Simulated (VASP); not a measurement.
Runs of VASP 6.6.1 on Y. The structure is that of space group P6/mmm (No. 191), or close to it. The cells are those of the table. 

```tsv
task	cell	k mesh for the DOS	occupations for the DOS	gap on the mesh (eV)	pressure (GPa)
single point	a = 2.989, b = 2.989, c = 2.830 Å, angles 90.0, 90.0, 120.0°, 1 atom	-	-	none	26.9
single point	a = 2.824, b = 2.824, c = 2.681 Å, angles 90.0, 90.0, 120.0°, 1 atom	-	-	none	50.9
single point	a = 3.260, b = 3.260, c = 3.110 Å, angles 90.0, 90.0, 120.0°, 1 atom	-	-	none	(a)
single point	a = 3.136, b = 3.136, c = 2.966 Å, angles 90.0, 90.0, 120.0°, 1 atom	-	-	none	14.2
```

Alike in all rows: level PBE; potentials or basis VASP PAW PBE potentials, release 64 (Y_sv); no spin polarisation; k mesh 14 × 14 × 13; cutoff (eV) 520; smearing fermi-dirac 0.05 eV.

Fill in the values left out.

(a) 6.5.

A k mesh can miss the band edges, and the runs leave out spin-orbit coupling on Y.

A gap of «none» marks levels without a gap at the run's occupations.
